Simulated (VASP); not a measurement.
Set up this calculation in VASP 6.6.1, as the native input.

| Property | Result |
| --- | --- |
| Task | single point |
| Functional | PBE |
| Dispersion | D3(BJ) |
| Potentials or basis | VASP PAW PBE potentials, release 64 (O_h, H_h, Li_sv) |
| Cutoff | 1000 eV |
| k mesh | 1 × 1 × 1 |
| Occupations | fermi-dirac, width 0.02 eV |
| Spin | no spin polarisation |
| Dipole correction | no |
| Further INCAR settings | LREAL = Auto; ALGO = Normal; EDIFF = 1e-06; NBANDS = 45 |

The structure of LiH13O7 lies in POSCAR:

```
LiH13O7
1.0
    5.6378390000      0.0000000000      0.0000000000
    0.0000000000      5.6378390000      0.0000000000
    0.0000000000      0.0000000000      5.6378390000
O H Li
7 13 1
Direct
    0.2435621735      0.2616452705     -0.0576105752
    0.9154154651      0.0968992930      0.3106528130
    0.2052841630      0.6703491897      0.6983806198
    0.5872158905      0.4446248225      0.4730092188
    0.3867554187      0.9043685854      0.2790082299
    0.6679624005      1.0468217809      0.7966523717
    0.7606854016      0.7177699300      1.0899789971
    0.4054089167      0.2076424178     -0.0970432025
    0.2129374754      0.1885074679      0.0970591793
    0.8784528944      0.2214404412      0.1975571662
    0.8914299348     -0.0577465145      0.2202259750
    0.2088279383      0.5313921545      0.8071737024
    0.2341994152      0.8075454172      0.7992576478
    0.6646447914      0.5421922310      0.3491649761
    0.4686773744      0.5453785791      0.5518842037
    0.2763896021      0.8071402956      0.3696803883
    0.4979777483      0.7959103622      0.1936924183
    0.8202926011      1.1273261878      0.7832598881
    0.7036008090      0.9012914442      0.9066085195
    0.8343507483      0.6078653779      0.9797438820
    0.5987858378      0.1043697661      0.4668323807
```

The input as run:

INCAR

```
PREC = Accurate
ENCUT = 1000
EDIFF = 1E-6
ISMEAR = -1
SIGMA = 0.02
LREAL = Auto
LASPH = T
NELM = 120
ALGO = Normal
ISIF = 2
LWAVE = F
LCHARG = F
GGA = PE
IVDW = 12
NBANDS = 45
GGA_COMPAT = F
```

KPOINTS

```
regular mesh
0
Gamma
  1 1 1
```

Potentials or basis: VASP PAW PBE potentials, release 64 (O_h, H_h, Li_sv).

Command:

```console
$ cat potpaw_PBE.64/O_h/POTCAR potpaw_PBE.64/H_h/POTCAR potpaw_PBE.64/Li_sv/POTCAR > POTCAR
$ mpirun -np 1 vasp_gam > vasp.out
```

It gave:

```
Pressure                   : 0.3 GPa
Largest force              : 0.200 eV/Å
Dispersion energy per atom : -0.048 eV
```

Caveat: the k points lie up to 1.11 Å⁻¹ apart, too coarse for converged energies, forces and pressures.

It took 36 s on 1 thread of AMD EPYC 7R13 Processor (Zen 3), with other jobs on the host, peak memory 0.4 GiB.
